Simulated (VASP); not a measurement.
# CuO2 (Fm-3m) in VASP: notebook, part 3 of 3

VASP 6.6.1.

## (5) Single point, PBEsol, collinear spin, ferromagnetic start

This run uses another cell than the first one, of 9.04 Å³/atom, 0.909 times its volume.

Input file INCAR:

```
SYSTEM = CuO2
PREC = Accurate ; ENCUT = 520
EDIFF = 1E-7 ; ISMEAR = 0
SIGMA = 0.1 ; LREAL = .FALSE.
LASPH = .TRUE. ; NELM = 150
ALGO = Normal ; ISIF = 2
LWAVE = .FALSE. ; LCHARG = .FALSE.
ISPIN = 2 ; MAGMOM = 0.5 0 0
LORBIT = 11 ; LMAXMIX = 4
GGA = PS ; NBANDS = 22
```

Input file KPOINTS:

```
Automatic mesh
0
G
  16 16 16
  0 0 0
```

Input file POSCAR:

```
CuO2
1.0
    0.0000000000      2.3844798777      2.3844798777
    2.3844798777      0.0000000000      2.3844798777
    2.3844798777      2.3844798777      0.0000000000
Cu O
1 2
Direct
    0.0000000000      0.0000000000      0.0000000000
    0.2500000000      0.2500000000      0.2500000000
    0.7500000000      0.7500000000      0.7500000000
```

Potentials or basis: VASP PAW PBE potentials, release 64 (Cu, O).

The run is started by

```sh
$ cat potpaw_PBE.64/Cu/POTCAR potpaw_PBE.64/O/POTCAR > POTCAR
$ mpirun -np 1 vasp_std > vasp.out
```

OUTCAR:

```text
SYSTEM = CuO2
   PREC = Accurate
   ENCUT = 520
   EDIFF = 1E-7
   ISMEAR = 0
   LREAL = .FALSE.
   LASPH = .TRUE.
   NELM = 150
   ISIF = 2
   ISPIN = 2
   LORBIT = 11
   GGA = PS

 ion  position               nearest neighbor table
   1  0.000  0.000  0.000-   3 2.07   3 2.07   3 2.07   2 2.07   3 2.07   2 2.07   2 2.07   2 2.07

   2  0.250  0.250  0.250-   1 2.07   1 2.07   1 2.07   1 2.07
   3  0.750  0.750  0.750-   1 2.07   1 2.07   1 2.07   1 2.07

  LATTYP: Found a face centered cubic cell.
 ALAT       =     4.7689597554

  Lattice vectors:

 A1 = (   0.0000000000,   2.3844798777,   2.3844798777)
[... 1421 lines left out ...]
  energy-cutoff  :      520.00
  volume of cell :       27.12
      direct lattice vectors                 reciprocal lattice vectors
     0.000000000  2.384479878  2.384479878    -0.209689335  0.209689335  0.209689335
     2.384479878  0.000000000  2.384479878     0.209689335 -0.209689335  0.209689335
     2.384479878  2.384479878  0.000000000     0.209689335  0.209689335 -0.209689335

 POSITION                                       TOTAL-FORCE (eV/Angst)
 -----------------------------------------------------------------------------------
      0.00000      0.00000      0.00000        -0.000000     -0.000000      0.000000
      1.19224      1.19224      1.19224        -0.000000      0.000000     -0.000000
      3.57672      3.57672      3.57672         0.000000      0.000000      0.000000
 -----------------------------------------------------------------------------------
    total drift:                                0.000000      0.000000      0.000000

  FREE ENERGIE OF THE ION-ELECTRON SYSTEM (eV)
  ---------------------------------------------------
  free  energy   TOTEN  =       -14.4363190172 eV

  energy  without entropy=      -14.4248294270  energy(sigma->0) =      -14.43057422

 total charge

# of ion       s       p       d       tot
------------------------------------------
    1        0.353   0.454   8.978   9.785
    2        1.609   3.216   0.000   4.825
    3        1.609   3.216   0.000   4.825
--------------------------------------------------
tot          3.571   6.886   8.978  19.435

 magnetization (x)

# of ion       s       p       d       tot
------------------------------------------
    1       -0.019  -0.020   0.611   0.572
    2        0.008   0.592   0.000   0.600
    3        0.008   0.592   0.000   0.600
--------------------------------------------------
tot         -0.002   1.163   0.611   1.772
```

It took 12 min on 1 thread of AMD EPYC 7R13, shared host; peak memory 0.24 GiB.

What came out:

| Quantity | Value |
| --- | --- |
| Free energy | -14.4363 eV |
| Pressure | 0.7 GPa |
| Net moment | 1.92 μB per cell |
| Site moments | Cu +0.57; O +0.60 μB |
| Valence electrons inside the program's atomic spheres | Cu 9.79; O 4.83 |

Caveat: the PAW data sets were made with another functional, which shifts forces and pressure a little; a cell with one magnetic atom can't hold antiferromagnetic order, which such compounds often take; semilocal functionals often make such compounds metallic where correlation or magnetic order opens a gap, which also shifts bond lengths. With open d or f shells a metallic result of PBEsol can be an artefact of self-interaction; +U or a hybrid may open a gap.

## (6) Relaxation of cell and atoms, PBEsol

This run uses another cell than the first one, of 9.04 Å³/atom, 0.909 times its volume.

Input file INCAR:

```
SYSTEM = CuO2
PREC = Accurate
ENCUT = 600
EDIFF = 1E-6
ISMEAR = 0
SIGMA = 0.1
LREAL = .False.
LASPH = .True.
NELM = 60
ALGO = Normal
ISIF = 3
LWAVE = .False.
LCHARG = .False.
GGA = PS
IBRION = 2
NSW = 80
EDIFFG = -0.01
```

Input file KPOINTS:

```
Automatic mesh
0
Gamma
  16 16 16
  0 0 0
```

Input file POSCAR:

```
CuO2
1.0
    0.0000000000      2.3844798727      2.3844798727
    2.3844798727      0.0000000000      2.3844798727
    2.3844798727      2.3844798727      0.0000000000
Cu O
1 2
Direct
    0.0000000000      0.0000000000      0.0000000000
    0.2500000000      0.2500000000      0.2500000000
    0.7500000000      0.7500000000      0.7500000000
```

Potentials or basis: VASP PAW PBE potentials, release 64 (Cu, O).

The run is started by

```sh
$ cat potpaw_PBE.64/Cu/POTCAR potpaw_PBE.64/O/POTCAR > POTCAR
$ mpirun -np 1 vasp_std > vasp.out
```

It took 7.7 min on 1 thread of AMD EPYC 7R13, shared host; peak memory 0.19 GiB.

It converged, with:

```
Free energy                            : -14.2098 eV
Relaxed volume                         : 8.99 Å³/atom
Relaxed cell                           : a = 3.367 Å, b = 3.367 Å, c = 3.367 Å, α = 60.00°, β = 60.00°, γ = 60.00°
Space group after relaxing (to 0.05 Å) : Fm-3m (No. 225)
Energy gained by relaxing              : 0.1 meV/atom
Ionic steps                            : 3
Pressure after relaxing                : 0.0 GPa
```

Step by step:
| step | energy change (eV) | largest force (eV/Å) | pressure (GPa) | volume (Å³) |
| --- | --- | --- | --- | --- |
| 1 | 0.0000 | 0.0000 | -0.95 | 27.12 |
| 2 | -0.0003 | 0.0000 | 0.61 | 26.91 |
| 3 | -0.0004 | 0.0000 | -0.02 | 26.98 |

Final structure:
```
CELL_PARAMETERS angstrom
0.00000 2.38060 2.38060
2.38060 0.00000 2.38060
2.38060 2.38060 0.00000
ATOMIC_POSITIONS crystal
Cu 0.00000 0.00000 0.00000
O 0.25000 0.25000 0.25000
O 0.75000 0.75000 0.75000
```

Levels at points of the mesh, in eV from the Fermi level:
| k point | band 7 | band 8 | band 9 | band 10 | band 11 | band 12 | band 13 | band 14 | band 15 |
| --- | --- | --- | --- | --- | --- | --- | --- | --- | --- |
| (0.00, 0.00, 0.00) | -3.04 | -1.10 | -1.10 | -1.10 | -0.08 | -0.08 | -0.08 | 6.00 | 11.80 |
| (0.50, 0.00, 0.00) | -3.06 | -3.06 | -2.96 | -2.96 | -2.27 | 0.05 | 0.05 | 10.08 | 10.84 |
| (0.50, 0.50, 0.00) | -3.80 | -2.86 | -2.60 | -2.40 | 0.04 | 0.68 | 0.68 | 8.61 | 12.28 |

Caveat: the PAW data sets were made with another functional, which shifts forces and pressure a little; an odd number of electrons without spin polarisation forces a metal; a magnetic or distorted state may lie lower; semilocal functionals often make such compounds metallic where correlation or magnetic order opens a gap, which also shifts bond lengths. With open d or f shells a metallic result of PBEsol can be an artefact of self-interaction; +U or a hybrid may open a gap.

## (7) Summary

```tsv
task	spin	cell	k mesh	cutoff (eV)	gap on the mesh (eV)	pressure (GPa)	moment (μB)
single point	collinear, ferromagnetic start	a = 3.482 Å, angles 60.0°, 3 atoms	6 × 6 × 6	520	none	-13.9	2.13
single point	collinear, ferromagnetic start	a = 3.370 Å, angles 60.0°, 3 atoms	8 × 8 × 8	520	none	0.8	1.77
single point	off	a = 3.372 Å, angles 60.0°, 3 atoms	16 × 16 × 16	520	none	-1.3	-
single point	collinear, ferromagnetic start	a = 3.372 Å, angles 60.0°, 3 atoms	16 × 16 × 16	520	none	0.7	1.92
relaxation of cell and atoms	off	relaxed from a = 3.372 Å, angles 60.0°, 3 atoms	16 × 16 × 16	600	none	0.0	-
```

Alike in all rows: level PBEsol; potentials or basis VASP PAW PBE potentials, release 64 (Cu, O); smearing gaussian 0.1 eV.

Caveats: some runs use coarse meshes; the PAW data sets were made with another functional, which shifts forces and pressure a little; semilocal functionals often make such compounds metallic where correlation or magnetic order opens a gap, which also shifts bond lengths; a cell with one magnetic atom can't hold antiferromagnetic order, which such compounds often take (some runs); an odd number of electrons without spin polarisation forces a metal (some runs); a magnetic or distorted state may lie lower (some runs).

Absolute energies hang on the potentials; compare differences alone.
